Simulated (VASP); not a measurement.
Input of a VASP 6.6.1 run:

Contents of POSCAR:

```
TaN
1.0
    0.0000000000      2.1354200000      2.1790000000
    2.1790000000      0.0000000000      2.1790000000
    2.1790000000      2.1354200000      0.0000000000
Ta N
1 1
Direct
    0.5000000000      0.5000000000      0.5000000000
    0.0000000000      0.0000000000      0.0000000000
```

Contents of INCAR.step1:

```
PREC = Accurate
ENCUT = 520
ISMEAR = 0
SIGMA = 0.15
LREAL = False
LASPH = True
NELM = 60
NBANDS = 15
GGA = PE
ALGO = Normal
EDIFF = 1E-4
LWAVE = True
LCHARG = False
```

The input INCAR.step2:

```
PREC = Accurate
ENCUT = 520
EDIFF = 1E-6
ISMEAR = 0
SIGMA = 0.15
LREAL = False
LASPH = True
NELM = 60
ALGO = Normal
ISIF = 2
LWAVE = False
LCHARG = True
METAGGA = R2SCAN
LMIXTAU = True
LELF = True
LVHAR = True
NBANDS = 15
ISTART = 1
```

The input KPOINTS:

```
regular mesh
0
Gamma
  18 18 18
```

Potentials or basis: VASP PAW PBE potentials, release 64 (Ta_pv, N).

Launch:

```sh
$ cat potpaw_PBE.64/Ta_pv/POTCAR potpaw_PBE.64/N/POTCAR > POTCAR
$ cp INCAR.step1 INCAR
$ mpirun -np 1 vasp_std > vasp.out
$ cp INCAR.step2 INCAR
$ mpirun -np 1 vasp_std > vasp.out
```

Task: Estimate the pressure.

Result: 20.8 GPa.

Task: What does it give for the band gap on the k mesh?

Result: Zero (bands 8 and 9 overlap by 4.37 eV).

Stress tensor (GPa, compression positive):
```
15.55  0.00  0.00
 0.00 31.24  0.00
 0.00  0.00 15.55
```

Caveat: the cell differs from its parent crystal (strain -0.0200 x Voigt [0, 1, 0, 0, 0, 0]); the stress differs along the axes, from 16 to 31 GPa; the PAW data sets were made with another functional, which shifts forces and pressure a little; spin-orbit coupling is left out, which moves the levels of the heavy elements.
